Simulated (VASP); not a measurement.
# SnO2 (R3m) in VASP: further runs, part 2 of 2

VASP 6.6.1. The steps go on from the part before.

**4. Single point, PBEsol (volume 12.612 Å^3 an atom, c/a of the conventional cell 2.1915)**

Contents of INCAR:

```
  PREC = Accurate
  ENCUT = 520
  EDIFF = 1E-6
  ISMEAR = 0
  SIGMA = 0.05
  LREAL = False
  LASPH = True
  NELM = 100
  ALGO = Normal
  ISIF = 2
  LWAVE = False
  LCHARG = False
  GGA = PS
  NBANDS = 64
```

Contents of KPOINTS:

```
Automatic mesh
0
Gamma
  6 6 6
```

Contents of POSCAR:

```
SnO2
1.0
    3.1039028741      1.7920391599      4.5348020990
   -3.1039028741      1.7920391599      4.5348020990
    0.0000000000     -3.5840783198      4.5348020991
Sn O
4 8
Direct
    0.8646807174      0.8646807174      0.8646807174
    0.3648245829      0.3648245829      0.8648190111
    0.3648245829      0.8648190111      0.3648245829
    0.8648190111      0.3648245829      0.3648245829
    0.1235003534      0.6233501671      0.6233501671
    0.6233501671      0.1235003534      0.6233501671
    0.6233501671      0.6233501671      0.1235003534
    0.6062113146      0.6062113146      0.6062113146
    0.1234715296      0.1234715296      0.1234715296
    0.1060883083      0.1060883083      0.6062369573
    0.1060883083      0.6062369573      0.1060883083
    0.6062369573      0.1060883083      0.1060883083
```

Potentials or basis: VASP PAW PBE potentials, release 64 (Sn_d, O).

Run with:

```bash
$ cat potpaw_PBE.64/Sn_d/POTCAR potpaw_PBE.64/O/POTCAR > POTCAR
$ mpirun -np 1 vasp_std > vasp.out
```

OUTCAR:

```text
PREC = Accurate
   ENCUT = 520
   EDIFF = 1E-6
   ISMEAR = 0
   LREAL = False
   LASPH = True
   NELM = 100
   ISIF = 2
   GGA = PS

 ion  position               nearest neighbor table
   1  0.865  0.865  0.865-   7 2.06   6 2.06   5 2.06  10 2.06  11 2.06  12 2.06   3 3.10   4 3.10
                             3 3.10   4 3.10   2 3.10   2 3.10
   2  0.365  0.365  0.865-  11 2.06  12 2.06   9 2.06   8 2.06   5 2.06   6 2.06   3 3.10   4 3.10
                             1 3.10   1 3.10   4 3.10   3 3.10
   3  0.365  0.865  0.365-  12 2.06  10 2.06   9 2.06   8 2.06   5 2.06   7 2.06   2 3.10   4 3.10
                             1 3.10   1 3.10   2 3.10   4 3.10
   4  0.865  0.365  0.365-  11 2.06  10 2.06   9 2.06   8 2.06   6 2.06   7 2.06   2 3.10   3 3.10
                             1 3.10   1 3.10   2 3.10   3 3.10
   5  0.124  0.623  0.623-   1 2.06   3 2.06   2 2.06
   6  0.623  0.124  0.623-   1 2.06   4 2.06   2 2.06
   7  0.623  0.623  0.124-   1 2.06   3 2.06   4 2.06
   8  0.606  0.606  0.606-   2 2.06   3 2.06   4 2.06
   9  0.123  0.123  0.123-   2 2.06   3 2.06   4 2.06
  10  0.106  0.106  0.606-   3 2.06   4 2.06   1 2.06
  11  0.106  0.606  0.106-   4 2.06   2 2.06   1 2.06
  12  0.606  0.106  0.106-   3 2.06   2 2.06   1 2.06

  LATTYP: Found a trigonal (rhomboedric) cell.
 ALAT       =     5.7801425138
 COS(alpha) =     0.4232745070

  Lattice vectors:

 A1 = (   3.1039028741,   1.7920391599,   4.5348020990)
 A2 = (  -3.1039028741,   1.7920391599,   4.5348020990)
 A3 = (   0.0000000000,  -3.5840783198,   4.5348020991)

Analysis of symmetry for initial positions (statically):
=====================================================================
 Subroutine PRICEL returns:
 Original cell was already a primitive cell.

 Routine SETGRP: Setting up the symmetry group for a
 trigonal (rhombohedral) supercell.

 Subroutine GETGRP returns: Found  6 space group operations
 (whereof  6 operations were pure point group operations)
[... 160 lines left out ...]
   LORBIT       =      0    0 simple, 1 ext, 2 COOP (PROOUT), +10 PAW based schemes
   GGA     = PS    functional components
   LHFCALC =     F    Hartree Fock is set to
   AEXX    =    0.0000 exact exchange contribution
   IVDW    =     0    specifies the selected vdW correction
   LEPSILON=     F    determine dielectric tensor
   LRPA    =     F    only Hartree local field effects (RPA)
 non-spin polarized calculation
 Gauss-broadening in eV      SIGMA  =   0.05
  energy-cutoff  :      520.00
  volume of cell :      151.34
 maximum number of plane-waves:      4115
 NGX is ok and might be reduce to    48
   NGX = 21   NGY = 21   NGZ = 21

 number of electron     103.9999970 magnetization

 Free energy of the ion-electron system (eV)
  ---------------------------------------------------
  ext. energy  EPLUGINS =         0.00000000
  ---------------------------------------------------
  free energy    TOTEN  =       -76.77136077 eV

  energy without entropy =      -76.77136077  energy(sigma->0) =      -76.77136077

 E-fermi :   4.9627     XC(G=0): -11.0285

 val. band max:        4.7204376412   @ k =   0.0000   0.0000   0.0000
 cond. band min:       7.1995113520   @ k =   0.0000   0.0000   0.0000
 fundamental gap:      2.4790737107
 Fermi energy:         4.9627352679

 k-point     1 :       0.0000    0.0000    0.0000
  band No.  band energies     occupation
      1     -16.0661      2.00000
      2     -16.0661      2.00000
      3     -16.0661      2.00000
      4     -15.3483      2.00000
      5     -14.9473      2.00000
      6     -14.9473      2.00000
[... 1597 lines left out ...]
     63      14.9576      0.00000
     64      15.3220      0.00000

 [... further k-points ...]
[... 5 lines left out ...]
  --------------------------------------------------------------------------------------
  -------------------------------------------------------------------------------------
  Total       16.4208415     16.4208415      4.2995113      0.0000000     -0.0000000      0.0000000
  in kB      173.8364252    173.8364252     45.5160401      0.0000000     -0.0000000      0.0000000
  external PRESSURE =     131.0629635 kB  Pullay stress =       0.0000000 kB

 VOLUME and BASIS-vectors are now :
 -----------------------------------------------------------------------------
  energy-cutoff  :      520.00
  volume of cell :      151.34
      direct lattice vectors                 reciprocal lattice vectors
     3.103902874  1.792039160  4.534802099     0.161087515  0.093003920  0.073505597
    -3.103902874  1.792039160  4.534802099    -0.161087515  0.093003920  0.073505597
     0.000000000 -3.584078320  4.534802099     0.000000000 -0.186007840  0.073505597

 POSITION                                       TOTAL-FORCE (eV/Angst)
 -----------------------------------------------------------------------------------
      0.00000      0.00000     11.76347         0.000000      0.000000      0.000776
      0.00000     -1.79202      7.23060         0.000000      0.000890     -0.000329
     -1.55193      0.89601      7.23060         0.000771     -0.000445     -0.000329
      1.55193      0.89601      7.23060        -0.000771     -0.000445     -0.000329
     -1.55149     -0.89575      6.21359         0.000123      0.000071     -0.466875
      1.55149     -0.89575      6.21359        -0.000123      0.000071     -0.466875
      0.00000      1.79150      6.21359         0.000000     -0.000142     -0.466875
      0.00000      0.00000      8.24715         0.000000     -0.000000      0.464890
      0.00000      0.00000      1.67976         0.000000     -0.000000     -0.470345
      0.00000     -1.79257      3.71134         0.000000     -0.000210      0.468764
     -1.55241      0.89629      3.71134        -0.000182      0.000105      0.468764
      1.55241      0.89629      3.71134         0.000182      0.000105      0.468764
 -----------------------------------------------------------------------------------
    total drift:                               -0.000000      0.000000      0.000483

  FREE ENERGIE OF THE ION-ELECTRON SYSTEM (eV)
  ---------------------------------------------------
  free  energy   TOTEN  =       -76.7713607731 eV

  energy  without entropy=      -76.7713607731  energy(sigma->0) =      -76.77136077
```

It took 3.1 min on 1 thread of Intel Xeon 6975P-C (Granite Rapids), shared host; peak memory 0.44 GiB.

Results:

* Free energy: -76.7714 eV
* Pressure: 13.1 GPa
* Largest force: 0.470 eV/Å
* Band gap on the k mesh: 2.48 eV

Forces on the atoms (eV/Å):
```
Sn   0.000  0.000  0.001
Sn   0.000  0.001  0.000
Sn   0.001  0.000  0.000
Sn  -0.001  0.000  0.000
O    0.000  0.000 -0.467
O    0.000  0.000 -0.467
O    0.000  0.000 -0.467
O    0.000  0.000  0.465
O    0.000  0.000 -0.470
O    0.000  0.000  0.469
O    0.000  0.000  0.469
O    0.000  0.000  0.469
```

Caveat: the PAW data sets were made with another functional, which shifts forces and pressure a little; spin-orbit coupling is left out, which moves the levels of the heavy elements.

**5. Single point, PBEsol (volume 12.612 Å^3 an atom, c/a of the conventional cell 1.7193)**

Contents of INCAR:

```
SYSTEM = SnO2
ALGO = Normal
EDIFF = 1E-6
ENCUT = 520
GGA = PS
ISIF = 2
ISMEAR = 0
LASPH = .TRUE.
LCHARG = .TRUE.
LELF = .TRUE.
LREAL = .FALSE.
LVHAR = .TRUE.
LWAVE = .FALSE.
NBANDS = 64
NELM = 60
PREC = Accurate
SIGMA = 0.05
```

Contents of KPOINTS:

```
k-points
0
G
  6 6 6
  0 0 0
```

Edit POSCAR of step 4 so:

```diff
@@ -2,5 +2,5 @@
 1.0
-    3.1039028741      1.7920391599      4.5348020990
-   -3.1039028741      1.7920391599      4.5348020990
-    0.0000000000     -3.5840783198      4.5348020991
+    3.3654106158      1.9430207250      3.8574336478
+   -3.3654106158      1.9430207250      3.8574336478
+    0.0000000000     -3.8860414499      3.8574336479
 Sn O
```

Potentials or basis: VASP PAW PBE potentials, release 64 (Sn_d, O).

Run with:

```bash
$ cat potpaw_PBE.64/Sn_d/POTCAR potpaw_PBE.64/O/POTCAR > POTCAR
$ mpirun -np 1 vasp_std > vasp.out
```

OUTCAR:

```text
SYSTEM = SnO2
   EDIFF = 1E-6
   ENCUT = 520
   GGA = PS
   ISIF = 2
   ISMEAR = 0
   LASPH = .TRUE.
   LREAL = .FALSE.
   NELM = 60
   PREC = Accurate

 ion  position               nearest neighbor table
   1  0.865  0.865  0.865-  10 2.13  11 2.13  12 2.13   7 2.13   5 2.13   6 2.13   2 3.37   2 3.37
                             3 3.37   4 3.37   3 3.37   4 3.37
   2  0.365  0.365  0.865-   9 2.13   6 2.13   5 2.13  11 2.13  12 2.13   8 2.13   3 3.37   4 3.37
                             1 3.37   1 3.37   4 3.37   3 3.37
   3  0.365  0.865  0.365-   9 2.13   5 2.13   7 2.13  12 2.13  10 2.13   8 2.13   4 3.37   2 3.37
                             1 3.37   1 3.37   4 3.37   2 3.37
   4  0.865  0.365  0.365-   9 2.13   6 2.13   7 2.13  11 2.13  10 2.13   8 2.13   3 3.37   2 3.37
                             1 3.37   1 3.37   3 3.37   2 3.37
   5  0.124  0.623  0.623-   3 2.13   2 2.13   1 2.13
   6  0.623  0.124  0.623-   4 2.13   2 2.13   1 2.13
   7  0.623  0.623  0.124-   3 2.13   4 2.13   1 2.13
   8  0.606  0.606  0.606-   2 2.13   3 2.13   4 2.13
   9  0.123  0.123  0.123-   2 2.13   3 2.13   4 2.13
  10  0.106  0.106  0.606-   1 2.13   3 2.13   4 2.13
  11  0.106  0.606  0.106-   1 2.13   4 2.13   2 2.13
[... 219 lines left out ...]
      4     -15.0066      2.00000
      5     -14.6812      2.00000
      6     -14.6812      2.00000
[... 1597 lines left out ...]
     63      14.5871      0.00000
     64      14.9497      0.00000

 [... further k-points ...]
[... 5 lines left out ...]
  --------------------------------------------------------------------------------------
  -------------------------------------------------------------------------------------
  Total       -7.3195059     -7.3195059      1.7075069      0.0000000      0.0000000      0.0000000
  in kB      -77.4866956    -77.4866956     18.0762296      0.0000000      0.0000000      0.0000000
  external PRESSURE =     -45.6323872 kB  Pullay stress =       0.0000000 kB

 VOLUME and BASIS-vectors are now :
 -----------------------------------------------------------------------------
  energy-cutoff  :      520.00
  volume of cell :      151.34
      direct lattice vectors                 reciprocal lattice vectors
     3.365410616  1.943020725  3.857433648     0.148570281  0.085777092  0.086413238
    -3.365410616  1.943020725  3.857433648    -0.148570281  0.085777092  0.086413238
     0.000000000 -3.886041450  3.857433648     0.000000000 -0.171554183  0.086413238

 POSITION                                       TOTAL-FORCE (eV/Angst)
 -----------------------------------------------------------------------------------
      0.00000      0.00000     10.00635         0.000000     -0.000000     -0.000119
      0.00000     -1.94300      6.15056         0.000000     -0.002500     -0.000269
     -1.68269      0.97150      6.15056        -0.002165      0.001250     -0.000269
      1.68269      0.97150      6.15056         0.002165      0.001250     -0.000269
     -1.68220     -0.97122      5.28546        -0.000442     -0.000255     -0.575143
      1.68220     -0.97122      5.28546         0.000442     -0.000255     -0.575143
      0.00000      1.94244      5.28546         0.000000      0.000510     -0.575143
      0.00000      0.00000      7.01526         0.000000      0.000000      0.576647
      0.00000      0.00000      1.42885         0.000000     -0.000000     -0.572396
      0.00000     -1.94360      3.15698         0.000000      0.000450      0.574035
     -1.68321      0.97180      3.15698         0.000390     -0.000225      0.574035
      1.68321      0.97180      3.15698        -0.000390     -0.000225      0.574035
 -----------------------------------------------------------------------------------
    total drift:                                0.000000     -0.000002     -0.003112

  FREE ENERGIE OF THE ION-ELECTRON SYSTEM (eV)
  ---------------------------------------------------
  free  energy   TOTEN  =       -76.7344924547 eV

  energy  without entropy=      -76.7344924547  energy(sigma->0) =      -76.73449245
```

OSZICAR:

```text
N       E                     dE             d eps       ncg     rms          rms(c)
DAV:   1     0.157615938916E+04    0.15762E+04   -0.48658E+04  4776   0.254E+03
DAV:   2     0.255382450040E+03   -0.13208E+04   -0.12551E+04  4296   0.793E+02
DAV:   3    -0.598226451222E+02   -0.31521E+03   -0.30589E+03  4536   0.276E+02
DAV:   4    -0.869701225304E+02   -0.27147E+02   -0.26816E+02  4968   0.895E+01
DAV:   5    -0.877715178120E+02   -0.80140E+00   -0.79930E+00  4752   0.161E+01    0.201E+01
DAV:   6    -0.766800438232E+02    0.11091E+02   -0.38304E+01  6288   0.686E+01    0.751E+00
DAV:   7    -0.768603445162E+02   -0.18030E+00   -0.45627E+00  4576   0.862E+00    0.440E+00
DAV:   8    -0.767769072333E+02    0.83437E-01   -0.79447E-01  5968   0.564E+00    0.131E+00
DAV:   9    -0.767321531442E+02    0.44754E-01   -0.23791E-01  6072   0.443E+00    0.229E-01
DAV:  10    -0.767342231607E+02   -0.20700E-02   -0.21640E-02  5640   0.122E+00    0.115E-01
DAV:  11    -0.767344529542E+02   -0.22979E-03   -0.19399E-03  5944   0.370E-01    0.400E-02
DAV:  12    -0.767344988675E+02   -0.45913E-04   -0.19229E-04  5208   0.736E-02    0.344E-02
DAV:  13    -0.767344919528E+02    0.69147E-05   -0.76694E-05  5176   0.602E-02    0.491E-03
DAV:  14    -0.767344924547E+02   -0.50192E-06   -0.49589E-06  4024   0.108E-02
   1 F= -.76734492E+02 E0= -.76734492E+02  d E =-.106936E-19
```

Wall time 2.5 min (1 thread of Intel Xeon 6975P-C (Granite Rapids), shared host); peak memory 0.38 GiB.

Results:

```yaml
Free_energy: -76.7345 eV
Pressure: -4.6 GPa
Largest_force: 0.577 eV/Å
Band_gap_on_the_k_mesh: 0.74 eV
```

Forces in eV/Å, atoms in the order of the input:
```
Sn   0.000  0.000  0.000
Sn   0.000 -0.003  0.000
Sn  -0.002  0.001  0.000
Sn   0.002  0.001  0.000
O    0.000  0.000 -0.575
O    0.000  0.000 -0.575
O    0.000  0.001 -0.575
O    0.000  0.000  0.577
O    0.000  0.000 -0.572
O    0.000  0.000  0.574
O    0.000  0.000  0.574
O    0.000  0.000  0.574
```

Levels at points of the mesh, in eV from the valence-band top:
```tsv
k point	band 50	band 51	band 52	band 53	band 54	band 55
(0.00, 0.00, 0.00)	-0.04	-0.04	0.00	0.74	4.26	4.26
(0.50, 0.00, 0.00)	-0.14	-0.08	-0.08	3.45	3.46	5.04
(0.50, 0.50, 0.00)	-0.43	-0.14	-0.14	4.09	4.09	4.98
(0.50, 0.50, 0.50)	-1.10	-1.10	-1.10	3.31	5.02	5.02
```

Caveat: the PAW data sets were made with another functional, which shifts forces and pressure a little; spin-orbit coupling is left out, which moves the levels of the heavy elements.

**6. The runs side by side**

```tsv
cell	gap on the mesh (eV)	pressure (GPa)	largest force (eV/Å)
a = 5.445 Å, angles 70.4°, 12 atoms	2.36	24.0	1.72
a = 5.830 Å, angles 59.6°, 12 atoms	3.79	48.7	1.72
a = 5.780 Å, angles 65.0°, 12 atoms	2.48	13.1	0.47
a = 5.476 Å, angles 75.9°, 12 atoms	0.74	-4.6	0.58
```

Alike in all rows: task single point; level PBEsol; potentials or basis VASP PAW PBE potentials, release 64 (Sn_d, O); no spin polarisation; k mesh 6 × 6 × 6; cutoff (eV) 520; smearing gaussian 0.05 eV.

Caveats: the PAW data sets were made with another functional, which shifts forces and pressure a little; spin-orbit coupling is left out, which moves the levels of the heavy elements.

Total energies depend on the potentials used, so only differences within one code and one set of settings carry meaning.
